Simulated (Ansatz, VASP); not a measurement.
**CsPbCl3: VASP beside Ansatz**

Contents of INCAR:

```
SYSTEM = CsPbCl3
  PREC = Accurate
  ENCUT = 520
  EDIFF = 1E-7
  ISMEAR = -1
  SIGMA = 0.1
  LREAL = .False.
  LASPH = .True.
  NELM = 150
  ALGO = Normal
  ISIF = 2
  LWAVE = .False.
  LCHARG = .True.
  MAGMOM = 0 0 0 0 0 0 0 0 0 0 0 0 0 0 0
  LORBIT = 11
  LSORBIT = .True.
  GGA_COMPAT = .False.
  LORBMOM = .True.
  GGA = CA
  LVHAR = .True.
  NBANDS = 59
  LUSENCCL = .False.
```

The input KPOINTS:

```
regular mesh
0
Gamma
  6 6 6
  0 0 0
```

File POSCAR:

```
CsPbCl3
1.0
    5.5676425000      0.0000000000      0.0000000000
    0.0000000000      5.5676425000      0.0000000000
    0.0000000000      0.0000000000      5.5676425000
Cs Pb Cl
1 1 3
Direct
    0.0000000000      0.0000000000      0.0000000000
    0.5000000000      0.5000000000      0.5000000000
    0.5000000000      0.5000000000      0.0000000000
    0.0000000000      0.5000000000      0.5000000000
    0.5000000000      0.0000000000      0.5000000000
```

Input for Ansatz:

```yaml
crystal:
  lattice:
    - [5.5676425, 0.0, 0.0]
    - [0.0, 5.5676425, 0.0]
    - [0.0, 0.0, 5.5676425]
  atoms:
    - { symbol: Cs, position: [0.0, 0.0, 0.0] }
    - { symbol: Pb, position: [0.5, 0.5, 0.5] }
    - { symbol: Cl, position: [0.5, 0.5, 0.0] }
    - { symbol: Cl, position: [0.0, 0.5, 0.5] }
    - { symbol: Cl, position: [0.5, 0.0, 0.5] }
  symmetry: { tolerance: 0.0003 }
kpoints:
  mp_grid: { grid: [6, 6, 6], shift: [0, 0, 0] }
  band_path:
    path:
      - [0.0, 0.0, 0.0]
      - [0.0, 0.5, 0.0]
      - [0.5, 0.5, 0.0]
      - [0.0, 0.0, 0.0]
      - [0.5, 0.5, 0.5]
      - [0.0, 0.5, 0.0]
    npoints: 10
magnetization:
  noncollinear: true
  spin_orbit: true
scf:
  occupations: { method: fermi_dirac }
  lower_state_search: "off"
  max_iter: 200
hamiltonian:
  pseudopotentials: { kind: paw_fr }
  xc: lda
basis:
  ecutwfc: 420
  fft_grid_basis: typed
output:
  forces: true
  stress: true
  eigenvalues: true
  bader: true
  populations: true
  elf: true
  write_potential: true
  volumetric_format: npy
  dos:
    e_range: [-12, 8]
    de: 0.05
    projected: { site_lists: { Cl: [Cl], Cs: [Cs], Pb: [Pb] } }
    method: { smearing: { sigma: 0.1, scheme: gaussian } }
checkpoint:
  read: saved_state
```

Alike in both runs: task single point; functional LDA; k mesh 6 × 6 × 6; non-collinear spin, spin-orbit coupling.

|  | VASP | Ansatz |
| --- | --- | --- |
| version | VASP 6.6.1 | Ansatz 0.2.0 |
| potentials or method | VASP PAW LDA potentials, release 64 (Cs_sv, Pb_d, Cl), cutoff 520 eV | PAW plane waves |
| occupations | fermi-dirac, width 0.1 eV | fermi-dirac |
| valence electrons in the cell | 44 | 44 |

|  | VASP | Ansatz | Ansatz less VASP |
| --- | --- | --- | --- |
| pressure (GPa) | -0.8 | -0.8 | -0.06 |
| net moment per atom (μB) | 0.00 | 0.00 | 0.000 |

LDA's correlation is that of Perdew and Zunger in VASP and of Perdew and Wang (1992) in Ansatz.
